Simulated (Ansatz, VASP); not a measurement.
# Two plane-wave programs on BeS

File INCAR:

```
SYSTEM = BeS
PREC = Accurate ; ENCUT = 520
EDIFF = 1E-6 ; ISMEAR = 0
SIGMA = 0.05 ; LREAL = .False.
LASPH = .True. ; NELM = 60
ALGO = Normal ; ISIF = 2
LWAVE = .False. ; LCHARG = .False.
GGA = PS ; NBANDS = 11
```

File KPOINTS:

```
Automatic mesh
0
Gamma
  10 10 10
  0 0 0
```

Contents of POSCAR:

```
BeS
1.0
    0.0000000000      2.2934310487      2.3304857724
    2.3304857724      0.0000000000      2.3304857724
    2.3304857724      2.2934310487      0.0000000000
Be S
1 1
Direct
    0.0000000000      0.0000000000      0.0000000000
    0.7500000000      0.7500000000      0.7500000000
```

Input for Ansatz:

```yaml
crystal:
  lattice:
    - [0.0, 2.2934310487, 2.3304857724]
    - [2.3304857724, 0.0, 2.3304857724]
    - [2.3304857724, 2.2934310487, 0.0]
  atoms:
    - { symbol: Be, position: [0.0, 0.0, 0.0] }
    - { symbol: S, position: [0.75, 0.75, 0.75] }
basis:
  ecutwfc: 520.0
kpoints:
  mp_grid: { grid: [10, 10, 10] }
hamiltonian:
  xc: pbesol
scf:
  occupations: { method: gaussian, width: 0.05 }
output:
  forces: true
  stress: true
  eigenvalues: true
```

Alike in both runs: task single point; functional PBEsol; k mesh 10 × 10 × 10; occupations gaussian, width 0.05 eV; no spin polarisation.

|  | VASP | Ansatz |
| --- | --- | --- |
| version | VASP 6.6.1 | Ansatz 0.2.0 |
| potentials or method | VASP PAW PBE potentials, release 64 (Be, S), cutoff 520 eV | scalar-relativistic, plane waves, PAW |
| valence electrons in the cell | 8 | 8 |

```tsv
	VASP	Ansatz	Ansatz less VASP
gap on the k mesh at the Fermi level (eV)	2.42	2.42	-0.004
least direct gap on the mesh (eV)	5.43	5.40	-0.032
pressure (GPa)	16.0	15.8	-0.19
traceless stress, the component that is largest in VASP (GPa)	1.03	1.04	+0.007
```

VASP's potentials were made for PBE, not for PBEsol. The functional is the same, so the differences come from potentials, cutoffs and numerics.
